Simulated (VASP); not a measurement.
# Ru (P6_3/mmc) in VASP: further runs

The runs below take Ru through vibrations by perturbation theory, single point, with PBE, BLYP, RPBE.

Program: VASP 6.6.1. These are calculated values, not measurements. Logs are shortened: lines on timing, memory, paths and dates and some standing lists are left out, and cuts for length are marked.

## 1. The cell of the first run

It takes space group P6_3/mmc (No. 194, hexagonal). Conventional cell: a = 2.706 Å, b = 2.706 Å, c = 4.282 Å, α = 90.00°, β = 90.00°, γ = 120.00°. Within 3.5 Å of Ru (site symmetry -6m2) lie 12 Ru at 2.65 to 2.71 Å.

## 2. Vibrations by perturbation theory, PBE

INCAR reads:

```
SYSTEM = Ru
ALGO = Normal
EDIFF = 1E-8
ENCUT = 520
GGA = PE
IBRION = 8
ISIF = 2
ISMEAR = -1
LASPH = .TRUE.
LCHARG = .FALSE.
LREAL = .FALSE.
LWAVE = .FALSE.
NBANDS = 21
NELM = 80
NSW = 1
PREC = Accurate
SIGMA = 0.05
```

KPOINTS reads:

```
k-points
0
G
  8 8 5
  0 0 0
```

POSCAR reads:

```
Ru
1.0
    2.7058000000      0.0000000000      0.0000000000
   -1.3529000000      2.3432915376      0.0000000000
    0.0000000000      0.0000000000      4.2819000000
Ru
2
Direct
    0.6666666667      0.3333333333      0.7500000000
    0.3333333333      0.6666666667      0.2500000000
```

Potentials or basis: VASP PAW PBE potentials, release 64 (Ru_pv).

Command:

```
cat potpaw_PBE.64/Ru_pv/POTCAR > POTCAR
mpirun -np 1 vasp_std > vasp.out
```

OUTCAR:

```text
SYSTEM = Ru
   EDIFF = 1E-8
   ENCUT = 520
   GGA = PE
   IBRION = 8
   ISIF = 2
   ISMEAR = -1
   LASPH = .TRUE.
   LREAL = .FALSE.
   NELM = 80
   NSW = 1
   PREC = Accurate

 ion  position               nearest neighbor table
   1  0.667  0.333  0.750-   2 2.65   2 2.65   2 2.65   2 2.65   2 2.65   2 2.65
   2  0.333  0.667  0.250-   1 2.65   1 2.65   1 2.65   1 2.65   1 2.65   1 2.65

  LATTYP: Found a hexagonal cell.
 ALAT       =     2.7058000000
 C/A-ratio  =     1.5824894671

  Lattice vectors:

 A1 = (   2.7058000000,   0.0000000000,   0.0000000000)
 A2 = (  -1.3529000000,   2.3432915376,   0.0000000000)
 A3 = (   0.0000000000,   0.0000000000,   4.2819000000)

Analysis of symmetry for initial positions (statically):
=====================================================================
 Subroutine PRICEL returns:
 Original cell was already a primitive cell.

 Routine SETGRP: Setting up the symmetry group for a
 hexagonal supercell.

 Subroutine GETGRP returns: Found 24 space group operations
 (whereof 12 operations were pure point group operations)
 out of a pool of 24 trial point group operations.

The static configuration has the point symmetry D_3d.
 The point group associated with its full space group is D_6h.

Analysis of symmetry for dynamics (positions and initial velocities):
=====================================================================
 Subroutine PRICEL returns:
 Original cell was already a primitive cell.

 Routine SETGRP: Setting up the symmetry group for a
 hexagonal supercell.

 Subroutine GETGRP returns: Found 24 space group operations
 (whereof 12 operations were pure point group operations)
 out of a pool of 24 trial point group operations.

The dynamic configuration has the point symmetry D_3d.
 The point group associated with its full space group is D_6h.

 Subroutine INISYM returns: Found 24 space group operations
 (whereof 12 operations are pure point group operations),
 and found     1 'primitive' translations

----------------------------------------------------------------------------------------

                                     Primitive cell

  volume of cell :      27.1493

  direct lattice vectors                    reciprocal lattice vectors
     2.705800000  0.000000000  0.000000000     0.369576465  0.213375072  0.000000000
    -1.352900000  2.343291538  0.000000000     0.000000000  0.426750144  0.000000000
     0.000000000  0.000000000  4.281900000     0.000000000  0.000000000  0.233541185

  length of vectors
     2.705800000  2.705800000  4.281900000     0.426750144  0.426750144  0.233541185

  position of ions in fractional coordinates (direct lattice)
     0.666666667  0.333333333  0.750000000
     0.333333333  0.666666667  0.250000000

  ion indices of the primitive-cell ions
   primitive index   ion index
                 1           1
                 2           2

----------------------------------------------------------------------------------------

 KPOINTS: k-points

Automatic generation of k-mesh.
 Grid dimensions read from file:
 generate k-points for:    8    8    5

 Generating k-lattice:

  Cartesian coordinates                     Fractional coordinates (reciprocal lattice)
     0.046197058  0.026671884  0.000000000     0.125000000  0.000000000  0.000000000
     0.000000000  0.053343768  0.000000000     0.000000000  0.125000000  0.000000000
[... 83 lines left out ...]
   GGA     = PE    functional components
   LHFCALC =     F    Hartree Fock is set to
   AEXX    =    0.0000 exact exchange contribution
   IVDW    =     0    specifies the selected vdW correction
   LEPSILON=     F    determine dielectric tensor
   LRPA    =     F    only Hartree local field effects (RPA)
 non-spin polarized calculation
  energy-cutoff  :      520.00
  volume of cell :       27.15
 maximum number of plane-waves:       750
 NGX is ok and might be reduce to    20
   NGX =  9   NGY =  9   NGZ = 15

--------------------------------------- Ionic step        1  -------------------------------------------

 number of electron      28.0000009 magnetization

 Free energy of the ion-electron system (eV)
  ---------------------------------------------------
  ext. energy  EPLUGINS =         0.00000000
  ---------------------------------------------------
  free energy    TOTEN  =       -18.50808997 eV

  energy without entropy =      -18.49854811  energy(sigma->0) =      -18.50331904

 E-fermi :  12.8287     XC(G=0): -14.1205

 val. band max:       12.6238451789   @ k =   0.3750   0.1250   0.4000
 cond. band min:      12.8338324712   @ k =   0.0000   0.0000   0.2000
 fundamental gap:      0.2099872923
 Fermi energy:        12.8287477342

 k-point     1 :       0.0000    0.0000    0.0000
  band No.  band energies     occupation
      1     -30.8105      2.00000
      2     -29.8698      2.00000
      3     -29.8698      2.00000
      4     -29.6995      2.00000
      5     -29.6995      2.00000
      6     -29.6667      2.00000
[... 565 lines left out ...]
     20      23.2646      0.00000
     21      24.7821      0.00000

 [... further k-points ...]

------------------------ aborting loop because EDIFF is reached ----------------------------------------

  FORCE on cell =-STRESS in cart. coord.  units (eV):
  Direction    XX          YY          ZZ          XY          YZ          ZX
  --------------------------------------------------------------------------------------
  -------------------------------------------------------------------------------------
  Total        0.7175962      0.7175962      0.5934775      0.0000000      0.0000000      0.0000000
  in kB       42.3479271     42.3479271     35.0232385      0.0000000      0.0000000      0.0000000
  external PRESSURE =      39.9063642 kB  Pullay stress =       0.0000000 kB

 VOLUME and BASIS-vectors are now :
 -----------------------------------------------------------------------------
  energy-cutoff  :      520.00
  volume of cell :       27.15
      direct lattice vectors                 reciprocal lattice vectors
     2.705800000  0.000000000  0.000000000     0.369576465  0.213375072  0.000000000
    -1.352900000  2.343291538  0.000000000     0.000000000  0.426750144  0.000000000
     0.000000000  0.000000000  4.281900000     0.000000000  0.000000000  0.233541185

 POSITION                                       TOTAL-FORCE (eV/Angst)
 -----------------------------------------------------------------------------------
      1.35290      0.78110      3.21143        -0.000000      0.000000      0.000000
     -0.00000      1.56219      1.07048         0.000000      0.000000      0.000000
 -----------------------------------------------------------------------------------
    total drift:                               -0.000000      0.000000     -0.000000

  FREE ENERGIE OF THE ION-ELECTRON SYSTEM (eV)
  ---------------------------------------------------
  free  energy   TOTEN  =       -18.5080899704 eV

  energy  without entropy=      -18.4985481110  energy(sigma->0) =      -18.50331904

[... ionic steps 2 to 3 ...]

--------------------------------------- Ionic step        4  -------------------------------------------

------------------------ aborting loop because EDIFF is reached ----------------------------------------

[... ionic steps 5 to 5 ...]

--------------------------------------- Ionic step        6  -------------------------------------------

 Free energy of the ion-electron system (eV)
  ---------------------------------------------------
  ---------------------------------------------------
  free energy    TOTEN  =        -0.74112909 eV

  energy without entropy =       -0.74112909

------------------------ aborting loop because EDIFF is reached ----------------------------------------

 INTERNAL STRAIN TENSOR  FOR ION    1  DIRECTION 3   (eV/Angst):
 -----------------------------------------------------------------------------
    -0.00031  0.00000 -0.00000
     0.00000 -0.00031 -0.00000
     0.00000 -0.00000  0.00942

 INTERNAL STRAIN TENSOR FOR ION    2 for displacements in x,y,z  (eV/Angst):
          X           Y           Z          XY          YZ          ZX
  --------------------------------------------------------------------------------
  x     0.00000     0.00000     0.00000    -3.35839     0.00000     0.00000
  y    -3.35839     3.35839    -0.00000     0.00000     0.00000     0.00000
  z     0.00000     0.00000     0.00000     0.00000     0.00000    -0.00000

 SECOND DERIVATIVES (NOT SYMMETRIZED)
 ------------------------------------
               1X          1Y          1Z          2X          2Y          2Z
  1X    -8.135890    0.000000    0.000000    8.135890   -0.000000    0.000000
  1Y     0.000000   -8.135890    0.000000    0.000000    8.135890    0.000000
  1Z     0.000000    0.000000  -14.003496    0.000000    0.000000   14.003496
  2X     8.135890   -0.000000    0.000000   -8.135890    0.000000    0.000000
  2Y     0.000000    8.135890    0.000000    0.000000   -8.135890    0.000000
  2Z     0.000000    0.000000   14.003496    0.000000    0.000000  -14.003496

 Eigenvectors and eigenvalues of the dynamical matrix
 ----------------------------------------------------

   1 f  =    8.229488 THz    51.707399 2PiTHz  274.506179 cm-1    34.034413 meV
             X         Y         Z           dx          dy          dz
      1.352900  0.781097  3.211425     0.000000   -0.000000    0.707107
     -0.000000  1.562194  1.070475     0.000000    0.000000   -0.707107
[... 16 lines left out ...]
   5 f  =    0.000000 THz     0.000000 2PiTHz    0.000002 cm-1     0.000000 meV
             X         Y         Z           dx          dy          dz
      1.352900  0.781097  3.211425    -0.066463    0.694611   -0.114450
     -0.000000  1.562194  1.070475    -0.066463    0.694611   -0.114450

   6 f/i=    0.000000 THz     0.000001 2PiTHz    0.000004 cm-1     0.000000 meV
             X         Y         Z           dx          dy          dz
      1.352900  0.781097  3.211425    -0.703943   -0.066694    0.004014
     -0.000000  1.562194  1.070475    -0.703943   -0.066694    0.004014

--------------------------------------------------------------------------------------------------------

 ELASTIC MODULI CONTR FROM IONIC RELAXATION (kBar)
 Direction    XX          YY          ZZ          XY          YZ          ZX
 --------------------------------------------------------------------------------
 XX         -81.8107     81.8107     -0.0000      0.0000      0.0000      0.0000
 YY          81.8107    -81.8107      0.0000     -0.0000      0.0000      0.0000
 ZZ          -0.0000      0.0000     -0.0000      0.0000      0.0000      0.0000
 XY           0.0000     -0.0000      0.0000    -81.8107      0.0000      0.0000
 YZ           0.0000      0.0000      0.0000      0.0000      0.0000      0.0000
 ZX           0.0000      0.0000      0.0000      0.0000      0.0000     -0.0000
 --------------------------------------------------------------------------------
```

Run time: 4.5 min. Hardware: 1 thread of Intel Xeon 8259CL, shared host; peak memory 0.23 GiB.

Results:

```yaml
Highest_phonon_frequency_at_Γ: 275 cm⁻¹
```

Phonon frequencies in cm⁻¹ (negative: imaginary):
| q point | frequencies |
| --- | --- |
| (0.000, 0.000, 0.000) | 0 0 0 209 209 275 |

Caveat: the cell stands under pressure or tension, which shifts response properties.

(Continued in part 2 of 2.)
